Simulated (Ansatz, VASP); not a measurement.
**Two plane-wave programs on Ti**

INCAR

```
  PREC = Accurate
  ENCUT = 520
  EDIFF = 1E-6
  ISMEAR = 1
  SIGMA = 0.05
  LREAL = False
  LASPH = True
  NELM = 60
  ALGO = Normal
  ISIF = 2
  LWAVE = False
  LCHARG = False
  GGA = CA
  NBANDS = 25
```

File KPOINTS:

```
Automatic mesh
0
Gamma
  8 8 12
```

File POSCAR:

```
Ti
1.0
    4.6000000000      0.0000000000      0.0000000000
   -2.3000000000      3.9837170000      0.0000000000
    0.0000000000      0.0000000000      2.8200000000
Ti
3
Direct
    0.0000000000      0.0000000000      0.0000000000
    0.3333333333      0.6666666667      0.5000000000
    0.6666666667      0.3333333333      0.5000000000
```

Input for Ansatz:

```yaml
crystal:
  lattice:
    - [4.6, 0.0, 0.0]
    - [-2.3, 3.983717, 0.0]
    - [0.0, 0.0, 2.82]
  atoms:
    - { symbol: Ti, position: [0.0, 0.0, 0.0] }
    - { symbol: Ti, position: [0.3333333333333333, 0.6666666666666666, 0.5] }
    - { symbol: Ti, position: [0.6666666666666666, 0.3333333333333333, 0.5] }
basis:
  ecutwfc: 420.0
kpoints:
  mp_grid:
    grid: [8, 8, 12]
hamiltonian:
  xc: lda
scf:
  occupations:
    method: methfessel_paxton
    width: 0.05
output:
  stress: true
```

Alike in both runs: task single point; functional LDA; k mesh 8 × 8 × 12; occupations methfessel-paxton of order 1, width 0.05 eV; no spin polarisation.

```csv
,VASP,Ansatz
version,VASP 6.6.1,Ansatz 0.2.0
potentials or method,"VASP PAW LDA potentials, release 64 (Ti_sv), cutoff 520 eV","plane waves, PAW"
valence electrons in the cell,36,36
```

Ansatz gave:

| Property | Result |
| --- | --- |
| pressure (GPa) | -9.1 |
| traceless stress, the component that is largest in VASP (GPa) | 1.14 |

Q: Estimate VASP's values.

A: Pressure (GPa): -9.1; traceless stress, the component that is largest in VASP (GPa): 1.15.

LDA's correlation is that of Perdew and Zunger in VASP and of Perdew and Wang (1992) in Ansatz.
